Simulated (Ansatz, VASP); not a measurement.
# Bi in VASP and in Ansatz

```
Bi
1.0
     3.50684    0.00000    0.00000
    -1.75342    3.03701    0.00000
     0.00000    0.00000    5.83811
Bi
2
Direct
  0.33333 0.66667 0.25000
  0.66667 0.33333 0.75000
```

Alike in both runs: functional r2SCAN; k mesh 12 × 12 × 8; occupations gaussian, width 0.1 eV; no spin polarisation.

Ansatz relaxed the structure, and its values are those at the end. VASP's run is a single point on that final structure, the one shown.

|  | VASP | Ansatz |
| --- | --- | --- |
| version | VASP 6.6.1 | Ansatz 0.2.0 |
| potentials or method | VASP PAW PBE potentials, release 64 (Bi_d), cutoff 520 eV | scalar-relativistic, plane waves, PAW |
| valence electrons in the cell | 30 | 30 |

Ansatz gave:

| Quantity | Value |
| --- | --- |
| gap on the k mesh at the Fermi level (eV) | none |
| pressure (GPa) | 0.0 |

Q: What did VASP give for the same quantities?

A: gap on the k mesh at the Fermi level (eV): none; pressure (GPa): -0.1.

VASP's potentials were made for PBE, not for r2SCAN. A gap of «none» marks a metal or a gap that the smearing closes. With one functional, cell and mesh, what is left measures potentials, basis and numerics.

Neither program's run includes spin-orbit coupling.
